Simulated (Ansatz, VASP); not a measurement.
**One calculation of TiSi16, two programs**

```xyz
17
Lattice="0.0000 5.4300 5.4300 5.4300 0.0000 5.4300 5.4300 5.4300 0.0000" Properties=species:S:1:pos:R:3 pbc="T T T"
Si   -0.0468   -0.0467    0.0453
Si    1.3569    1.3576    1.3902
Si    2.7608    2.7610    0.0449
Si    4.0721    4.0719    1.3574
Si    2.7303   -0.0169    2.6955
Si    4.0355    1.3553    4.0706
Si    5.3838    2.7609    2.6688
Si    6.7885    4.1081    4.0713
Si   -0.0176    2.7310    2.6954
Si    1.3551    4.0359    4.0702
Si    2.7609    5.3836    2.6685
Si    4.1075    6.7888    4.0709
Si    2.7298    2.7304    5.4433
Si    4.0712    4.0720    6.7839
Si    5.4129    5.4135    5.4434
Si    6.7867    6.7865    6.7495
Ti    6.7867    6.7869    9.5007
```

Alike in both runs: functional PBE; k mesh 2 × 2 × 2; occupations fermi-dirac, width 0.02 eV; no spin polarisation.

Ansatz relaxed the structure, and its values are those at the end. VASP's run is a single point on that final structure, the one shown.

|  | VASP | Ansatz |
| --- | --- | --- |
| version | VASP 6.6.1 | Ansatz 0.2.0 |
| potentials or method | VASP PAW PBE potentials, release 64 (Si, Ti_sv), cutoff 520 eV | scalar-relativistic, plane waves, PAW |
| valence electrons in the cell | 76 | 76 |

|  | VASP | Ansatz | Ansatz less VASP |
| --- | --- | --- | --- |
| rms of the force components (eV/Å) | 0.016 | 0.016 | +0.0008 |

The k mesh is coarse, so the values compare programs but aren't converged.
